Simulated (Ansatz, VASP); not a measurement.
# HfC in VASP and in Ansatz

File INCAR:

```
SYSTEM = HfC
  PREC = Accurate
  ENCUT = 520
  EDIFF = 1E-6
  ISMEAR = 0
  SIGMA = 0.024
  LREAL = .False.
  LASPH = .True.
  NELM = 80
  ALGO = Normal
  ISIF = 2
  LWAVE = .False.
  LCHARG = .False.
  GGA = PE
  NBANDS = 14
```

Contents of KPOINTS:

```
regular mesh
0
Gamma
  10 10 10
  0 0 0
```

POSCAR

```
HfC
1.0
    0.0000000000      2.3250000000      2.3250000000
    2.3250000000      0.0000000000      2.3250000000
    2.3250000000      2.3250000000      0.0000000000
Hf C
1 1
Direct
    0.5000000000      0.5000000000      0.5000000000
    0.0000000000      0.0000000000      0.0000000000
```

File input.yaml:

```yaml
crystal:
  lattice:
    - [0.0, 2.325, 2.325]
    - [2.325, 0.0, 2.325]
    - [2.325, 2.325, 0.0]
  atoms:
    - { symbol: Hf, position: [0.5, 0.5, 0.5] }
    - { symbol: C, position: [0.0, 0.0, 0.0] }
kpoints:
  mp_grid: { grid: [10, 10, 10] }
scf:
  occupations: { method: gaussian, width: 0.024 }
hamiltonian:
  xc: pbe
  pseudopotentials: { kind: all_electron, lapw: { basis_error: 0.001 } }
output:
  forces: true
  stress: true
  eigenvalues: true
```

Alike in both runs: task single point; functional PBE; k mesh 10 × 10 × 10; occupations gaussian, width 0.024 eV; no spin polarisation.

|  | VASP | Ansatz |
| --- | --- | --- |
| version | VASP 6.6.1 | Ansatz 0.2.0 |
| potentials or method | VASP PAW PBE potentials, release 64 (Hf_pv, C), cutoff 520 eV | all-electron LAPW, scalar-relativistic |

|  | VASP | Ansatz | Ansatz less VASP |
| --- | --- | --- | --- |
| gap on the k mesh at the Fermi level (eV) | none | none | - |
| pressure (GPa) | -0.5 | 0.3 | +0.71 |

A gap of «none» marks a metal or a gap that the smearing closes. Ansatz ran all-electron here, and VASP with PAW potentials.

Spin-orbit coupling is off throughout.
